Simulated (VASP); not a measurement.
Runs of VASP 6.6.1 on GaGe3. The structure is that of space group P6_3/mmc (No. 194), or close to it. The cells are those of the table. 

```tsv
cell	gap on the mesh (eV)	pressure (GPa)	largest force (eV/Å)
a = 5.985, b = 5.985, c = 5.035 Å, angles 90.0, 90.0, 120.0°, 8 atoms	none	-0.8	0.18
a = 5.904, b = 5.904, c = 4.967 Å, angles 90.0, 90.0, 120.0°, 8 atoms	none	(a)	0.24
a = 6.025, b = 6.025, c = 5.068 Å, angles 90.0, 90.0, 120.0°, 8 atoms	none	(b)	0.15
a = 6.064, b = 6.064, c = 5.101 Å, angles 90.0, 90.0, 120.0°, 8 atoms	none	-2.9	0.11
a = 5.863, b = 5.863, c = 4.932 Å, angles 90.0, 90.0, 120.0°, 8 atoms	none	3.4	0.27
a = 5.945, b = 5.945, c = 5.001 Å, angles 90.0, 90.0, 120.0°, 8 atoms	none	0.4	0.21
```

Alike in all rows: task single point; level PBE; potentials or basis VASP PAW PBE potentials, release 64 (Ge_d, Ga_d); no spin polarisation; k mesh 5 × 5 × 5; cutoff (eV) 520; smearing fermi-dirac 0.05 eV.

Problem. Estimate the missing entries.

Solution. (a) 1.8; (b) -1.9.

Caveats: the cell stands under pressure (at least some runs).

A k mesh can miss the band edges, and the runs leave out spin-orbit coupling on Ga, Ge.

A gap of «none» marks levels without a gap at the run's occupations.
